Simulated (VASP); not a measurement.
A run of VASP 6.6.1 is set up as follows.

File INCAR:

```
PREC = Accurate ; ENCUT = 520
EDIFF = 1E-6 ; ISMEAR = -1
SIGMA = 0.1 ; LREAL = Auto
LASPH = True ; NELM = 100
ALGO = Normal ; ISIF = 2
LWAVE = False ; LCHARG = False
GGA = PE ; NBANDS = 44
```

File KPOINTS:

```
regular mesh
0
Gamma
  2 2 1
```

Contents of POSCAR:

```
Al
1.0
    5.7275650000      0.0000000000      0.0000000000
    4.2956740000      7.4403250000      0.0000000000
    0.0000000000      0.0000000000     15.6765370000
Al
19
Direct
    0.1666684695      0.1111107378      0.0637895984
    0.6666715249      0.1111107378      0.0637895984
    0.1666708227      0.4444429511      0.0637895984
    0.6666738781      0.4444429511      0.0637895984
    0.1666731759      0.7777751644      0.0637895984
    0.6666762313      0.7777751644      0.0637895984
   -0.1939149454      0.2283367998      0.2167889503
    0.3523991088      0.2067920420      0.2156790113
   -0.1099612220      0.5173833132      0.2207311474
    0.3408582171      0.5592632042      0.2187026382
   -0.1884574676      0.8852167076      0.2335082040
    0.3252124305      0.8789132195      0.2134399963
    0.0176445742     -0.0299046077      0.3757526296
    0.4840382194     -0.0250392288      0.3586761541
    0.0305568939      0.2791141516      0.3726907288
    0.5276350434      0.3017072507      0.3808940712
    0.0590325633      0.6021376754      0.3730734664
    0.5416109736      0.6326336551      0.3956613632
    0.7644639240      0.8598145914      0.4957855169
```

Potentials or basis: VASP PAW PBE potentials, release 64 (Al).

Run with:

```bash
$ cat potpaw_PBE.64/Al/POTCAR > POTCAR
$ mpirun -np 1 vasp_std > vasp.out
```

(1) Estimate the largest force.

Results:

(1) 1.245 eV/Å.

Caveat: the k points lie up to 0.63 Å⁻¹ apart.
